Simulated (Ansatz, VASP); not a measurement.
# LiAlF4 in VASP and in Ansatz

```
CELL_PARAMETERS angstrom
5.50240 0.00000 0.00000
0.00000 5.50240 0.00000
0.00000 0.00000 9.38194
ATOMIC_POSITIONS crystal
Li 0.00000 0.50000 0.00000
Li 0.50000 0.00000 0.50000
Al 0.00000 0.00000 0.25000
Al 0.00000 0.00000 0.75000
F 0.00000 0.25187 0.14586
F 0.00000 0.74813 0.14586
F 0.00000 0.25187 0.85413
F 0.00000 0.74813 0.85413
F 0.25187 0.00000 0.35413
F 0.74813 0.00000 0.35413
F 0.25187 0.00000 0.64587
F 0.74813 0.00000 0.64587
```

Alike in both runs: task single point; functional PBE; k mesh 4 × 4 × 4; occupations gaussian, width 0.02 eV; no spin polarisation.

|  | VASP | Ansatz |
| --- | --- | --- |
| version | VASP 6.6.1 | Ansatz 0.2.0 |
| potentials or method | VASP PAW PBE potentials, release 64 (Li_sv, Al, F), cutoff 520 eV | scalar-relativistic, plane waves, PAW |
| valence electrons in the cell | 68 | 68 |

Ansatz gave:

```
gap on the k mesh at the Fermi level (eV) : 6.66
least direct gap on the mesh (eV)         : 6.67
rms of the force components (eV/Å)        : 0.000
```

Task: Which values does VASP return?

Result: gap on the k mesh at the Fermi level (eV): 6.65; least direct gap on the mesh (eV): 6.66; rms of the force components (eV/Å): 0.037.

Atom by atom the forces differ by 0.037 eV/Å (rms over components). With one functional, cell and mesh, what is left measures potentials, basis and numerics. Ansatz's warnings: xc potential rough in thin density.

Noted on VASP's run: the cutoff is short for stress, so the pressure is rough.
